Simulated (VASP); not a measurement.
The system is CdS.

```xyz
4
Lattice="4.1639 0.0000 0.0000 -2.0819 3.6060 0.0000 0.0000 0.0000 6.7675" Properties=species:S:1:pos:R:3 pbc="T T T"
Cd    2.1201    1.1794    3.3751
Cd   -0.0386    2.4258    6.7588
S     2.0612    1.2145    5.9438
S     0.0212    2.3923    2.5601
```

Program: VASP 6.6.1. Alike in all runs: task single point; no spin polarisation; cell as given; smearing fermi-dirac 0.01 eV.

Task: Order these runs on this cell by their band gap on the k mesh, lowest first.
A. level PBE; potentials or basis VASP PAW PBE potentials, release 64 (Cd, S); k mesh 4 × 4 × 4, shifted; cutoff (eV) 500
B. level LDA; potentials or basis VASP PAW LDA potentials, release 64 (Cd, S); k mesh 2 × 2 × 2, shifted; cutoff (eV) 500
C. level r2SCAN; potentials or basis VASP PAW PBE potentials, release 64 (Cd, S); k mesh 2 × 2 × 2, shifted; cutoff (eV) 550
D. level PBE; potentials or basis VASP PAW PBE potentials, release 64 (Cd, S); k mesh 2 × 2 × 2, shifted; cutoff (eV) 500
E. level PBE; potentials or basis VASP PAW PBE potentials, release 64 (Cd, S); k mesh 2 × 2 × 2; cutoff (eV) 500

Result: E (1.08 eV), A (2.27 eV), B (3.04 eV), D (3.23 eV), C (3.67 eV).

Caveats: some runs use coarse meshes; a shifted mesh leaves out Γ, where band edges can lie (at least some runs).

A k mesh can miss the band edges.
